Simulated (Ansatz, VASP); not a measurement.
# Ge5Pd: VASP beside Ansatz

```
CELL_PARAMETERS angstrom
3.02354 0.00000 0.00000
-1.51177 2.61847 0.00000
0.00000 0.00000 13.99458
ATOMIC_POSITIONS crystal
Ge 0.66667 0.33333 0.85422
Ge 0.00000 0.00000 0.67679
Ge 0.66667 0.33333 0.50000
Ge 0.00000 0.00000 0.32321
Ge 0.66667 0.33333 0.14578
Pd 0.00000 0.00000 0.00000
```

Change from the starting cell: species swapped into the Mg5Cd type (P-6m2, No. 187).

Alike in both runs: functional PBE; k mesh 18 × 18 × 4; occupations gaussian, width 0.1 eV; no spin polarisation.

Ansatz relaxed the structure, and its values are those at the end. VASP's run is a single point on that final structure, the one shown.

|  | VASP | Ansatz |
| --- | --- | --- |
| version | VASP 6.6.1 | Ansatz 0.2.0 |
| potentials or method | VASP PAW PBE potentials, release 64 (Ge_d, Pd), cutoff 520 eV | scalar-relativistic, plane waves, PAW |
| valence electrons in the cell | 80 | 88 |

```tsv
	VASP	Ansatz	Ansatz less VASP
gap on the k mesh at the Fermi level (eV)	none	none	-
pressure (GPa)	0.0	0.0	-0.04
```

A gap of «none» marks a metal or a gap that the smearing closes. The functional is the same, so the differences come from potentials, cutoffs and numerics. VASP's potentials hold 80 valence electrons a cell and Ansatz's 88, so a difference there can come from the potentials and not from the codes.
